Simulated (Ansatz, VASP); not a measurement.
**SrO in VASP and in Ansatz**

INCAR

```
ALGO = Normal
EDIFF = 1E-7
ENCUT = 520
GGA = PE
GGA_COMPAT = False
ISIF = 2
ISMEAR = 0
LASPH = True
LCHARG = False
LORBIT = 11
LORBMOM = True
LREAL = False
LSORBIT = True
LWAVE = False
MAGMOM = 0 0 0 0 0 0 0 0 0 0 0 0
NBANDS = 46
NELM = 150
PREC = Accurate
SIGMA = 0.01
```

KPOINTS

```
k-points
0
Gamma
  12 12 4
```

File POSCAR:

```
SrO
1.0
    3.5471277535      0.0000000000      0.0000000000
   -1.7735638768      3.0719027450      0.0000000000
    0.0000000000      0.0000000000      6.2083420173
Sr O
2 2
Direct
    0.3333333333      0.6666666667      0.2500000000
    0.6666666667      0.3333333333      0.7500000000
    0.0000000000      0.0000000000      0.0000000000
    0.0000000000      0.0000000000      0.5000000000
```

Input for Ansatz:

```yaml
crystal:
  lattice:
    - [3.5471277535, 0.0, 0.0]
    - [-1.7735638768, 3.071902745, 0.0]
    - [0.0, 0.0, 6.2083420173]
  atoms:
    - { symbol: Sr, position: [0.3333333333, 0.6666666667, 0.25] }
    - { symbol: Sr, position: [0.6666666667, 0.3333333333, 0.75] }
    - { symbol: O, position: [0.0, 0.0, 0.0] }
    - { symbol: O, position: [0.0, 0.0, 0.5] }
kpoints:
  mp_grid: { grid: [12, 12, 4] }
  band_path:
    path:
      - [0.0, 0.0, 0.0]
      - [0.5, 0.0, 0.0]
      - [0.3333333333, 0.3333333333, 0.0]
      - [0.0, 0.0, 0.5]
      - [0.5, 0.0, 0.5]
      - [0.3333333333, 0.3333333333, 0.5]
      - [0.0, 0.5, 0.0]
    npoints: 1
hamiltonian:
  xc: pbe
scf:
  occupations: { method: fixed }
  n_extra_bands: 10
magnetization:
  noncollinear: true
  spin_orbit: true
output:
  forces: true
  stress: true
  eigenvalues: true
```

Alike in both runs: task single point; functional PBE; k mesh 12 × 12 × 4; non-collinear spin, spin-orbit coupling.

|  | VASP | Ansatz |
| --- | --- | --- |
| version | VASP 6.6.1 | Ansatz 0.2.0 |
| potentials or method | VASP PAW PBE potentials, release 64 (Sr_sv, O) | plane waves, PAW |
| plane-wave cutoff (eV) | 520 | 420 |
| occupations | gaussian, width 0.01 eV | fixed |
| valence electrons in the cell | 32 | 32 |

```tsv
	VASP	Ansatz	Ansatz less VASP
pressure (GPa)	2.5	1.9	-0.58
traceless stress, the component that is largest in VASP (GPa)	-0.15	-0.14	+0.011
```
